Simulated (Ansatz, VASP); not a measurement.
# TiO2: VASP beside Ansatz

Contents of POSCAR:

```
TiO2
1.0
   -1.8676945483      1.8676945483      4.9904113748
    1.8676945483     -1.8676945483      4.9904113748
    1.8676945483      1.8676945483     -4.9904113748
Ti O
2 4
Direct
    0.0000000000      0.0000000000      0.0000000000
    0.7500000000      0.2500000000      0.5000000000
    0.2061136456      0.2061136456      0.0000000000
    0.9561136456      0.4561136456      0.5000000000
    0.5438863544      0.0438863544      0.5000000000
    0.7938863544      0.7938863544      0.0000000000
```

File INCAR.step1:

```
SYSTEM = TiO2
PREC = Accurate
ENCUT = 520
ISMEAR = 0
SIGMA = 0.05
LREAL = .False.
LASPH = .True.
NELM = 150
LMAXMIX = 4
LDAU = .True.
LDAUTYPE = 2
LDAUL = 2 -1
LDAUU = 4 0
LDAUJ = 0 0
NBANDS = 33
GGA = PE
ALGO = Normal
EDIFF = 1E-4
LWAVE = .True.
LCHARG = .False.
```

File INCAR.step2:

```
SYSTEM = TiO2
PREC = Accurate
ENCUT = 520
EDIFF = 1E-7
ISMEAR = 0
SIGMA = 0.05
LREAL = .False.
LASPH = .True.
NELM = 150
ALGO = Normal
ISIF = 2
LWAVE = .False.
LCHARG = .False.
LMAXMIX = 4
LDAU = .True.
LDAUTYPE = 2
LDAUL = 2 -1
LDAUU = 4 0
LDAUJ = 0 0
LDAUPRINT = 1
METAGGA = R2SCAN
LMIXTAU = .True.
NBANDS = 33
ISTART = 1
```

The input KPOINTS:

```
Automatic mesh
0
Gamma
  10 10 10
  0 0 0
```

Input for Ansatz:

```yaml
crystal:
  lattice:
    - [-1.8676945483, 1.8676945483, 4.9904113748]
    - [1.8676945483, -1.8676945483, 4.9904113748]
    - [1.8676945483, 1.8676945483, -4.9904113748]
  atoms:
    - { symbol: Ti, position: [0.0, 0.0, 0.0] }
    - { symbol: Ti, position: [0.75, 0.25, 0.5] }
    - { symbol: O, position: [0.2061136456, 0.2061136456, 0.0] }
    - { symbol: O, position: [0.9561136456, 0.4561136456, 0.5] }
    - { symbol: O, position: [0.5438863544, 0.0438863544, 0.5] }
    - { symbol: O, position: [0.7938863544, 0.7938863544, 0.0] }
basis:
  ecutwfc: 500
kpoints:
  mp_grid: { grid: [10, 10, 10] }
hamiltonian:
  xc: r2scan
  hubbard: { sites: [{ species: Ti, l: d, u_eff: 4.0 }] }
scf:
  occupations: { method: gaussian, width: 0.05 }
output:
  forces: true
  stress: true
  eigenvalues: true
  write_density: true
  write_potential: true
  elf: true
  volumetric_format: npy
```

Alike in both runs: task single point; functional r2SCAN; k mesh 10 × 10 × 10; occupations gaussian, width 0.05 eV; no spin polarisation; Hubbard terms Ti d U = 4.0 eV.

|  | VASP | Ansatz |
| --- | --- | --- |
| version | VASP 6.6.1 | Ansatz 0.2.0 |
| potentials or method | VASP PAW PBE potentials, release 64 (Ti_sv, O), cutoff 520 eV | scalar-relativistic, plane waves, PAW |
| valence electrons in the cell | 48 | 48 |

Ansatz gave:

| Item | Value |
| --- | --- |
| gap on the k mesh at the Fermi level (eV) | 3.11 |
| least direct gap on the mesh (eV) | 3.48 |
| pressure (GPa) | 0.3 |
| traceless stress, the component that is largest in VASP (GPa) | -7.59 |
| rms of the force components (eV/Å) | 0.250 |

**Question.** Which values does VASP return?

**Answer.** gap on the k mesh at the Fermi level (eV): 3.22; least direct gap on the mesh (eV): 3.59; pressure (GPa): 5.4; traceless stress, the component that is largest in VASP (GPa): -9.39; rms of the force components (eV/Å): 0.202.

VASP's potentials were made for PBE, not for r2SCAN. The programs project onto different local orbitals, so the same U acts differently, and such runs can settle in different states. Atom by atom the forces differ by 0.048 eV/Å (rms over components).
